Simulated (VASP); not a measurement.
Set up this calculation in VASP 6.6.1, as the native input.

```
Task                   : single point
Functional             : r2SCAN
Potentials or basis    : VASP PAW PBE potentials, release 64 (Na_pv, Cl)
Cutoff                 : 520 eV
k mesh                 : 6 × 6 × 6
Occupations            : gaussian, width 0.02 eV
Spin                   : no spin polarisation
Dipole correction      : no
Further INCAR settings : ALGO = Normal; EDIFF = 1e-06; NBANDS = 14
```

The system is NaCl.

```xyz
2
Lattice="3.4185 0.0000 0.0000 0.0000 3.4185 0.0000 0.0000 0.0000 3.4185" Properties=species:S:1:pos:R:3 pbc="T T T"
Na    0.0000    0.0000    0.0000
Cl    1.7092    1.7092    1.7092
```

This cell differs from its parent crystal: functional r2SCAN, strained.

One way to write it, as run:

POSCAR

```
NaCl
1.0
    3.4184876590      0.0000000000      0.0000000000
    0.0000000000      3.4184876590      0.0000000000
    0.0000000000      0.0000000000      3.4184876590
Na Cl
1 1
Direct
    0.0000000000      0.0000000000      0.0000000000
    0.5000000000      0.5000000000      0.5000000000
```

INCAR.step1

```
SYSTEM = NaCl
  ALGO = Normal
  EDIFF = 1E-4
  ENCUT = 520
  GGA = PE
  ISMEAR = 0
  LASPH = .True.
  LCHARG = .False.
  LREAL = .False.
  LWAVE = .True.
  NBANDS = 14
  NELM = 60
  PREC = Accurate
  SIGMA = 0.02
```

INCAR.step2

```
SYSTEM = NaCl
  ALGO = Normal
  EDIFF = 1E-6
  ENCUT = 520
  ISIF = 2
  ISMEAR = 0
  ISTART = 1
  LASPH = .True.
  LCHARG = .False.
  LMIXTAU = .True.
  LREAL = .False.
  LWAVE = .False.
  METAGGA = R2SCAN
  NBANDS = 14
  NELM = 60
  PREC = Accurate
  SIGMA = 0.02
```

KPOINTS

```
k-points
0
Gamma
  6 6 6
  0 0 0
```

Potentials or basis: VASP PAW PBE potentials, release 64 (Na_pv, Cl).

Launch:

```bash
$ cat potpaw_PBE.64/Na_pv/POTCAR potpaw_PBE.64/Cl/POTCAR > POTCAR
$ cp INCAR.step1 INCAR
$ mpirun -np 1 vasp_std > vasp.out
$ cp INCAR.step2 INCAR
$ mpirun -np 1 vasp_std > vasp.out
```

It gave:

The pressure is 1.0 GPa and the band gap on the k mesh is 5.09 eV, indirect (least direct gap 5.66 eV).

Caveat: the cell differs from its parent crystal (functional r2SCAN, strained); the PAW data sets were made with another functional, which shifts forces and pressure a little.

It used 30 s of CPU time on 1 thread of Intel Xeon 6975P-C (shared host).
